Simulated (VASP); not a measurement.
# ScH (I4/mmm) in VASP: relaxation of cell and atoms with r2SCAN

Aim: the relaxation of cell and atoms of ScH with r2SCAN.

All numbers are computed with VASP 6.6.1; they aren't measurements. Logs are shortened: lines on timing, memory, paths and dates and some standing lists are left out, and cuts for length are marked.

## 1. The cell of the first run

Symmetry: I4/mmm, No. 139, tetragonal system. The conventional cell has a = 3.275 Å, b = 3.275 Å, c = 4.680 Å, α = 90.00°, β = 90.00°, γ = 90.00°. Within 3.1 Å of Sc (site symmetry 4/mmm) lie 6 H at 2.32 to 2.34 Å. Within 3.1 Å of H (site symmetry 4/mmm) lie 6 Sc at 2.32 to 2.34 Å.

## 2. Relaxation of cell and atoms, r2SCAN

POSCAR

```
ScH
1.0
   -1.6376328517      1.6376328517      2.3401288342
    1.6376328517     -1.6376328517      2.3401288342
    1.6376328517      1.6376328517     -2.3401288342
Sc H
1 1
Direct
    0.0000000000      0.0000000000      0.0000000000
    0.5000000000      0.5000000000      0.0000000000
```

INCAR.step1

```
SYSTEM = ScH
PREC     = Accurate       ! precision mode
ENCUT    = 600            ! plane-wave cutoff, eV
ISMEAR   = 0              ! smearing method
SIGMA    = 0.1            ! smearing width, eV
LREAL    = .FALSE.        ! projectors in reciprocal space
LASPH    = .TRUE.         ! aspherical terms in the spheres
NELM     = 100            ! most SCF steps
GGA      = PE             ! functional
ALGO     = Normal         ! electronic algorithm
EDIFF    = 1E-4           ! SCF threshold, eV
LWAVE    = .TRUE.         ! write WAVECAR
LCHARG   = .FALSE.        ! write CHGCAR
```

INCAR.step2

```
SYSTEM = ScH
PREC     = Accurate       ! precision mode
ENCUT    = 600            ! plane-wave cutoff, eV
EDIFF    = 1E-6           ! SCF threshold, eV
ISMEAR   = 0              ! smearing method
SIGMA    = 0.1            ! smearing width, eV
LREAL    = .FALSE.        ! projectors in reciprocal space
LASPH    = .TRUE.         ! aspherical terms in the spheres
NELM     = 100            ! most SCF steps
ALGO     = Normal         ! electronic algorithm
ISIF     = 3              ! what is computed and relaxed
LWAVE    = .FALSE.        ! write WAVECAR
LCHARG   = .FALSE.        ! write CHGCAR
METAGGA  = R2SCAN         ! meta-GGA
LMIXTAU  = .TRUE.       
IBRION   = 2              ! ionic algorithm
NSW      = 90             ! ionic steps
EDIFFG   = -0.0325        ! ionic threshold
ISTART   = 1
```

KPOINTS

```
Automatic mesh
0
G
  8 8 8
  0 0 0
```

Potentials or basis: VASP PAW PBE potentials, release 64 (Sc_sv, H).

On the command line:

```sh
> cat potpaw_PBE.64/Sc_sv/POTCAR potpaw_PBE.64/H/POTCAR > POTCAR
> cp INCAR.step1 INCAR
> mpirun -np 1 vasp_std > vasp.out
> cp INCAR.step2 INCAR
> mpirun -np 1 vasp_std > vasp.out
```

OUTCAR:

```text
SYSTEM = ScH
   PREC = Accurate
   ENCUT = 600
   EDIFF = 1E-6
   ISMEAR = 0
   LREAL = .FALSE.
   LASPH = .TRUE.
   NELM = 100
   ISIF = 3
   METAGGA = R2SCAN
   IBRION = 2
   NSW = 90
   EDIFFG = -0.0325
   ISTART = 1

 ion  position               nearest neighbor table
   1  0.000  0.000  0.000-
   2  0.500  0.500  0.000-

  LATTYP: Found a body centered tetragonal cell.
 ALAT       =     3.2752657034
 C/A-ratio  =     1.4289703774

  Lattice vectors:

 A1 = (  -1.6376328517,   1.6376328517,   2.3401288342)
 A2 = (   1.6376328517,  -1.6376328517,   2.3401288342)
 A3 = (   1.6376328517,   1.6376328517,  -2.3401288342)

Analysis of symmetry for initial positions (statically):
=====================================================================
 Subroutine PRICEL returns:
 Original cell was already a primitive cell.

 Routine SETGRP: Setting up the symmetry group for a
 body centered tetragonal supercell.

 Subroutine GETGRP returns: Found 16 space group operations
 (whereof 16 operations were pure point group operations)
 out of a pool of 16 trial point group operations.

The static configuration has the point symmetry D_4h.

Analysis of symmetry for dynamics (positions and initial velocities):
=====================================================================
 Subroutine PRICEL returns:
 Original cell was already a primitive cell.

 Routine SETGRP: Setting up the symmetry group for a
 body centered tetragonal supercell.

 Subroutine GETGRP returns: Found 16 space group operations
 (whereof 16 operations were pure point group operations)
 out of a pool of 16 trial point group operations.

The dynamic configuration has the point symmetry D_4h.

 Subroutine INISYM returns: Found 16 space group operations
 (whereof 16 operations are pure point group operations),
 and found     1 'primitive' translations

----------------------------------------------------------------------------------------
[... 116 lines left out ...]
  Thomas-Fermi vector in A             =   2.412493
   LORBIT       =      0    0 simple, 1 ext, 2 COOP (PROOUT), +10 PAW based schemes
   METAGGA = R2SCAN    functional components
   LHFCALC =     F    Hartree Fock is set to
   AEXX    =    0.0000 exact exchange contribution
   IVDW    =     0    specifies the selected vdW correction
   LEPSILON=     F    determine dielectric tensor
   LRPA    =     F    only Hartree local field effects (RPA)
 conjugate gradient relaxation of ions
 non-spin polarized calculation
 Gauss-broadening in eV      SIGMA  =   0.10
  energy-cutoff  :      600.00
  volume of cell :       25.10
 maximum number of plane-waves:       869
 NGX is ok and might be reduce to    28
   NGX = 13   NGY = 13   NGZ = 13

--------------------------------------- Ionic step        1  -------------------------------------------

 number of electron      11.9999999 magnetization

 Free energy of the ion-electron system (eV)
  ---------------------------------------------------
  ext. energy  EPLUGINS =         0.00000000
  ---------------------------------------------------
  free energy    TOTEN  =       -15.52494544 eV

  energy without entropy =      -15.51366822  energy(sigma->0) =      -15.51930683

------------------------ aborting loop because EDIFF is reached ----------------------------------------

  FORCE on cell =-STRESS in cart. coord.  units (eV):
  Direction    XX          YY          ZZ          XY          YZ          ZX
  --------------------------------------------------------------------------------------
  -------------------------------------------------------------------------------------
  Total       -0.7736456     -0.7736456     -0.6664694      0.0000000     -0.0000000      0.0000000
  in kB      -49.3764420    -49.3764420    -42.5361277      0.0000000     -0.0000000      0.0000000
  external PRESSURE =     -47.0963372 kB  Pullay stress =       0.0000000 kB
[... 89 lines left out ...]
  FREE ENERGIE OF THE ION-ELECTRON SYSTEM (eV)
  ---------------------------------------------------
  free  energy   TOTEN  =       -15.5499401791 eV

  energy  without entropy=      -15.5395562385  energy(sigma->0) =      -15.54474821

[... ionic steps 4 to 18 ...]

--------------------------------------- Ionic step       19  -------------------------------------------

 number of electron      12.0000002 magnetization

------------------------ aborting loop because EDIFF is reached ----------------------------------------
[... 67 lines left out ...]
--------------------------------------- Ionic step       21  -------------------------------------------

 number of electron      12.0000001 magnetization

 Free energy of the ion-electron system (eV)
  ---------------------------------------------------
  ext. energy  EPLUGINS =         0.00000000
  ---------------------------------------------------
  free energy    TOTEN  =       -15.55801824 eV

  energy without entropy =      -15.55199968  energy(sigma->0) =      -15.55500896

 E-fermi :   4.8852     XC(G=0): -11.2860

 val. band max:        4.8827749855   @ k =  -0.2500   0.5000   0.2500
 cond. band min:       4.8971069082   @ k =   0.5000   0.5000   0.5000
 fundamental gap:      0.0143319228
 Fermi energy:         4.8852489436

 k-point     1 :       0.0000    0.0000    0.0000
  band No.  band energies     occupation
      1     -46.6045      2.00000
      2     -24.0757      2.00000
      3     -24.0757      2.00000
      4     -23.9864      2.00000
      5      -4.0585      2.00000
      6       5.9197      0.00000
      7       6.8094      0.00000
      8       6.8094      0.00000
      9       7.2788      0.00000
     10       8.4512      0.00000
[... 287 lines left out ...]
 k-point    24 :       0.3750    0.1250    0.1250
  band No.  band energies     occupation
      1     -46.5088      2.00000
      2     -24.5123      2.00000
      3     -24.2710      2.00000
      4     -24.1000      2.00000
      5      -0.7299      2.00000
      6       3.4124      2.00000
      7       5.6402      0.00000
      8       6.7180      0.00000
      9       8.8755      0.00000
     10       9.2391      0.00000

 [... further k-points ...]

------------------------ aborting loop because EDIFF is reached ----------------------------------------

  FORCE on cell =-STRESS in cart. coord.  units (eV):
  Direction    XX          YY          ZZ          XY          YZ          ZX
  --------------------------------------------------------------------------------------
  -------------------------------------------------------------------------------------
  Total       -0.0403172     -0.0403172     -0.0056086      0.0000000      0.0000000     -0.0000000
  in kB       -2.7066313     -2.7066313     -0.3765259      0.0000000      0.0000000     -0.0000000
  external PRESSURE =      -1.9299295 kB  Pullay stress =       0.0000000 kB
[... 17 lines left out ...]
  FREE ENERGIE OF THE ION-ELECTRON SYSTEM (eV)
  ---------------------------------------------------
  free  energy   TOTEN  =       -15.5580182381 eV

  energy  without entropy=      -15.5519996800  energy(sigma->0) =      -15.55500896

 reached required accuracy - stopping structural energy minimisation
```

OUTCAR.step1:

```text
SYSTEM = ScH
   PREC = Accurate
   ENCUT = 600
   ISMEAR = 0
   LREAL = .FALSE.
   LASPH = .TRUE.
[... 535 lines left out ...]
      0.00000      0.00000      0.00000         0.000000      0.000000      0.000000
      0.00000      0.00000      2.34013        -0.000000     -0.000000     -0.000000
 -----------------------------------------------------------------------------------
    total drift:                                0.000000     -0.000000     -0.000000

  FREE ENERGIE OF THE ION-ELECTRON SYSTEM (eV)
  ---------------------------------------------------
  free  energy   TOTEN  =       -10.2981071390 eV

  energy  without entropy=      -10.2857687517  energy(sigma->0) =      -10.29193795
```

OSZICAR.step1:

```text
N       E                     dE             d eps       ncg     rms          rms(c)
DAV:   1     0.896940622382E+02    0.89694E+02   -0.63799E+03  1180   0.138E+03
DAV:   2    -0.863498130137E+01   -0.98329E+02   -0.96741E+02  1182   0.371E+02
DAV:   3    -0.113891486087E+02   -0.27542E+01   -0.26976E+01  1816   0.787E+01
DAV:   4    -0.114185618037E+02   -0.29413E-01   -0.29012E-01  1864   0.593E+00
DAV:   5    -0.114187148663E+02   -0.15306E-03   -0.15299E-03  1814   0.424E-01    0.723E+00
DAV:   6    -0.103898374569E+02    0.10289E+01   -0.26746E+00  1846   0.212E+01    0.217E+00
DAV:   7    -0.103013730836E+02    0.88464E-01   -0.48408E-01  1868   0.727E+00    0.703E-01
DAV:   8    -0.102993230704E+02    0.20500E-02   -0.34915E-02  1776   0.314E+00    0.336E-01
DAV:   9    -0.102985353439E+02    0.78773E-03   -0.16129E-02  1822   0.170E+00    0.140E-01
DAV:  10    -0.102981070709E+02    0.42827E-03   -0.20422E-03  1798   0.573E-01    0.112E-02
DAV:  11    -0.102981071390E+02   -0.68153E-07   -0.18227E-05   658   0.380E-02
   1 F= -.10298107E+02 E0= -.10291938E+02  d E =-.123384E-01
```

It took 15 min on 1 thread of Intel Xeon Platinum 8124M at 3.00GHz (Skylake/Cascade Lake), shared host; peak memory 0.2 GiB.

Results:

* Free energy: -15.5580 eV
* Relaxed volume: 11.93 Å³/atom
* Relaxed cell: a = 3.306 Å, b = 3.306 Å, c = 3.306 Å, α = 123.90°, β = 123.90°, γ = 83.36°
* Space group after relaxing (to 0.1 Å): I4/mmm (No. 139)
* Energy gained by relaxing: 16.5 meV/atom
* Ionic steps: 21
* Pressure after relaxing: -0.2 GPa
* Band gap on the k mesh: zero (bands 6 and 7 overlap by 1.86 eV)

Step by step:
| step | energy change (eV) | largest force (eV/Å) | pressure (GPa) | volume (Å³) |
| --- | --- | --- | --- | --- |
| 1 | 0.0000 | 0.0000 | -4.71 | 25.10 |
| 2 | -0.0241 | 0.0000 | -0.96 | 23.79 |
| 3 | -0.0250 | 0.0000 | 0.01 | 23.49 |
| 4 | -0.0250 | 0.0000 | 0.09 | 23.46 |
| 5 | -0.0253 | 0.0000 | 0.13 | 23.46 |
| 6 | -0.0263 | 0.0000 | 0.19 | 23.45 |
| 7 | -0.0284 | 0.0000 | 0.37 | 23.44 |
| 8 | -0.0293 | 0.0000 | 1.04 | 23.39 |
| 9 | -0.0303 | 0.0000 | 1.46 | 23.36 |
| 10 | -0.0284 | 0.0000 | 2.03 | 23.29 |
| 11 | -0.0308 | 0.0000 | 1.61 | 23.34 |
| 12 | -0.0306 | 0.0000 | 1.76 | 23.32 |
| 13 | -0.0308 | 0.0000 | 1.67 | 23.33 |
| 14 | -0.0309 | 0.0000 | 1.66 | 23.35 |
| 15 | -0.0312 | 0.0000 | 1.57 | 23.38 |
| 16 | -0.0312 | 0.0000 | 1.34 | 23.44 |
| 17 | -0.0313 | 0.0000 | 1.42 | 23.41 |
| 18 | -0.0315 | 0.0000 | 1.38 | 23.43 |
| 19 | -0.0320 | 0.0000 | 1.15 | 23.50 |
| 20 | -0.0328 | 0.0000 | 0.71 | 23.62 |
| 21 | -0.0331 | 0.0000 | -0.19 | 23.87 |

Final structure:
```xyz
2
Lattice="-1.5545 1.5545 2.4690 1.5545 -1.5545 2.4690 1.5545 1.5545 -2.4690" Properties=species:S:1:pos:R:3 pbc="T T T"
Sc    0.0000    0.0000    0.0000
H     0.0000    0.0000    2.4690
```

Caveat: the PAW data sets were made with another functional, which shifts forces and pressure a little.
